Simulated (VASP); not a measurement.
A run of VASP 6.6.1 is set up as follows.

The input INCAR:

```
PREC = Accurate ; ENCUT = 520
EDIFF = 1E-7 ; ISMEAR = 0
SIGMA = 0.05 ; LREAL = False
LASPH = True ; NELM = 80
ALGO = Normal ; ISIF = 2
LWAVE = False ; LCHARG = True
GGA = PS ; LELF = True
LVHAR = True ; NBANDS = 46
```

KPOINTS

```
regular mesh
0
Gamma
  6 6 6
```

Contents of POSCAR:

```
ZnS
1.0
    5.3565181498      0.0000000000      0.0000000000
    0.0000000000     -5.3565181498      0.0000000000
    0.0000000000      0.0000000000     -5.3565181498
Zn S
4 4
Direct
    0.0297019484      0.0297019484      0.0000000000
    0.5000000000      0.5000000000      0.0000000000
    0.5000000000      0.0000000000      0.5000000000
    0.0000000000      0.5000000000      0.5000000000
    0.7500000000      0.7500000000      0.7500000000
    0.2500000000      0.2500000000      0.7500000000
    0.2500000000      0.7500000000      0.2500000000
    0.7500000000      0.2500000000      0.2500000000
```

Potentials or basis: VASP PAW PBE potentials, release 64 (Zn, S).

Run with:

```sh
$ cat potpaw_PBE.64/Zn/POTCAR potpaw_PBE.64/S/POTCAR > POTCAR
$ mpirun -np 1 vasp_std > vasp.out
```

Question: Estimate the largest force.

Answer: 1.845 eV/Å.

Question: What does it give for the band gap on the k mesh?

Answer: 2.02 eV.

Question: What does it give for the pressure?

Answer: 0.7 GPa.

Forces in eV/Å, atoms in the order of the input:
```
Zn  -1.224  1.224 -0.638
Zn   0.188 -0.188  0.009
Zn   0.186  0.224 -0.005
Zn  -0.224 -0.186 -0.005
S    0.290 -0.290 -0.254
S    0.742 -0.742  0.817
S   -0.019 -0.061  0.038
S    0.061  0.019  0.038
```

Caveat: the cell differs from its parent crystal (atom 1 (Zn) moved +0.225 Å along Cartesian [1 -1 0]); the PAW data sets were made with another functional, which shifts forces and pressure a little.
